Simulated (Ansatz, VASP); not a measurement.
Two plane-wave programs on Ag

```
CELL_PARAMETERS angstrom
0.00000 2.05963 2.05963
2.05963 0.00000 2.05963
2.05963 2.05963 0.00000
ATOMIC_POSITIONS crystal
Ag 0.00000 0.00000 0.00000
```

Alike in both runs: task single point; functional PBE; k mesh 11 × 11 × 11; occupations fermi-dirac, width 0.1 eV; no spin polarisation.

|  | VASP | Ansatz |
| --- | --- | --- |
| version | VASP 6.6.1 | Ansatz 0.2.0 |
| potentials or method | VASP PAW PBE potentials, release 64 (Ag), cutoff 520 eV | plane waves, PAW |
| valence electrons in the cell | 11 | 19 |

|  | VASP | Ansatz | Ansatz less VASP |
| --- | --- | --- | --- |
| pressure (GPa) | 1.7 | 1.9 | +0.13 |

The functional is the same, so the differences come from potentials, cutoffs and numerics. VASP's potentials hold 11 valence electrons a cell and Ansatz's 19, so a difference there can come from the potentials and not from the codes.
